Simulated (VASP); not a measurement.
RbNa2AlF6: single point with LDA

Crystal: RbNa2AlF6.

```xyz
10
Lattice="0.0000 4.3394 4.3394 4.3394 0.0000 4.3394 4.3394 4.3394 0.0000" Properties=species:S:1:pos:R:3 pbc="T T T"
Rb    4.3394    4.3394    4.3394
Na    6.5090    6.5090    6.5090
Na    2.1697    2.1697    2.1697
Al    0.0000    0.0000    0.0000
F     1.7996    4.3394    4.3394
F     4.3394    4.3394    1.7996
F     6.8791    4.3394    4.3394
F     4.3394    1.7996    4.3394
F     4.3394    6.8791    4.3394
F     4.3394    4.3394    6.8791
```

* Program: VASP 6.6.1
* Task: single point
* Functional: LDA
* Potentials or basis: VASP PAW LDA potentials, release 64 (Rb_sv, Na_pv, Al, F)
* Cutoff: 520 eV
* k mesh: 4 × 4 × 4
* Occupations: gaussian, width 0.01 eV
* Spin: no spin polarisation

```
Pressure               : -2.0 GPa
Largest force          : 0.023 eV/Å
Band gap on the k mesh : 4.75 eV, direct
```

Forces on the atoms (eV/Å):
```
Rb   0.000  0.000  0.000
Na   0.000  0.000  0.000
Na   0.000  0.000  0.000
Al   0.000  0.000  0.000
F    0.023  0.000  0.000
F    0.000  0.000  0.023
F   -0.023  0.000  0.000
F    0.000  0.023  0.000
F    0.000 -0.023  0.000
F    0.000  0.000 -0.023
```

Levels at points of the mesh, in eV from the valence-band top:
```
           k point  band 32  band 33  band 34  band 35  band 36  band 37
(0.00, 0.00, 0.00)     0.00     0.00     0.00     4.75     8.22     9.23
(0.50, 0.00, 0.00)    -0.09    -0.09    -0.08     6.62     6.65     9.59
(0.50, 0.50, 0.00)    -0.26    -0.26    -0.01     6.92     7.52     7.75
```

Run time: 78 s on 1 thread of Intel(R) Xeon(R) Platinum 8175M CPU @ 2.50GHz (Skylake/Cascade Lake), with other jobs on the host, peak memory 0.28 GiB.

As with any semilocal functional, this LDA gap is likely too small.
